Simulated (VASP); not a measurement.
Input of a VASP 6.6.1 run:

INCAR

```
  PREC = Accurate
  ENCUT = 520
  EDIFF = 1E-6
  ISMEAR = 0
  SIGMA = 0.1
  LREAL = False
  LASPH = True
  NELM = 60
  ALGO = Normal
  ISIF = 2
  LWAVE = False
  LCHARG = False
  GGA = PE
  IVDW = 12
  NBANDS = 17
```

Contents of KPOINTS:

```
Automatic mesh
0
Gamma
  10 10 10
```

Contents of POSCAR:

```
TePb
1.0
    3.9656102864      0.0000000000      0.0000000000
    0.0000000000      3.9656102864      0.0000000000
    0.0000000000      0.0000000000      3.9656102864
Te Pb
1 1
Direct
    0.5000000000      0.5000000000      0.5000000000
    0.0000000000      0.0000000000      0.0000000000
```

Potentials or basis: VASP PAW PBE potentials, release 64 (Te, Pb_d).

Command:

```console
$ cat potpaw_PBE.64/Te/POTCAR potpaw_PBE.64/Pb_d/POTCAR > POTCAR
$ mpirun -np 1 vasp_std > vasp.out
```

Task: What does it give for the band gap on the k mesh?

Result: Zero (band 10 reaches 6.92 eV, above the bottom of band 11 at 5.59 eV).

Task: Estimate the dispersion energy per atom.

Result: -0.433 eV.

Task: Predict the pressure.

Result: -1.3 GPa.

Caveat: spin-orbit coupling is left out, which moves the levels of the heavy elements; pairwise dispersion overbinds metals, which lowers pressure and volume.
